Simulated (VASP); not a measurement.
Write the native input for VASP 6.6.1 that does the following.

```yaml
Task: relaxation of cell and atoms
Functional: PBE
Potentials_or_basis: VASP PAW PBE potentials, release 64 (Mo_sv)
Cutoff: 600 eV
k_mesh: 28 × 28 × 28
Occupations: gaussian, width 0.1 eV
Spin: no spin polarisation
Target_pressure: 45 GPa
Dipole_correction: no
Further_INCAR_settings: ALGO = Fast; EDIFF = 1e-07; IBRION = 2; EDIFFG = -0.002; NSW = 100; ISIF = 3
```

The structure of Mo lies in POSCAR:

```
Mo
1.0
   -1.5123182148      1.5123182148      1.5123182148
    1.5123182148     -1.5123182148      1.5123182148
    1.5123182148      1.5123182148     -1.5123182148
Mo
1
Direct
    0.0000000000      0.0000000000      0.0000000000
```

These files were run (other wordings do the same):

INCAR

```
ALGO = Fast
EDIFF = 1E-7
EDIFFG = -0.002
ENCUT = 600
GGA = PE
IBRION = 2
ISIF = 3
ISMEAR = 0
LASPH = T
LCHARG = F
LREAL = F
LWAVE = F
NELM = 100
NSW = 100
PREC = Accurate
PSTRESS = 450.0
SIGMA = 0.1
```

KPOINTS

```
k-points
0
Gamma
  28 28 28
```

Potentials or basis: VASP PAW PBE potentials, release 64 (Mo_sv).

The run is started by

```console
$ cat potpaw_PBE.64/Mo_sv/POTCAR > POTCAR
$ mpirun -np 1 vasp_std > vasp.out
```

It gave:

```yaml
Relaxed_volume: 13.86 Å³/atom
Relaxed_cell: a = 2.621 Å, b = 2.621 Å, c = 2.621 Å, α = 109.47°, β = 109.47°, γ = 109.47°
Space_group_after_relaxing_to_0.05_Å: Im-3m (No. 229)
Energy_change_on_relaxing_the_enthalpy_is_what_falls: -8.3 meV/atom
Ionic_steps: 3
Pressure_after_relaxing: 45.0 GPa
Band_gap_on_the_k_mesh: zero (band 7 reaches 19.33 eV, above the bottom of band 8 at 13.00 eV)
```

Caveat: the cell is relaxed towards a set pressure, so the enthalpy falls and the energy may rise.

Wall time 3.2 min on 1 thread of Intel Xeon 6975P-C, on a shared host, peak memory 0.25 GiB.
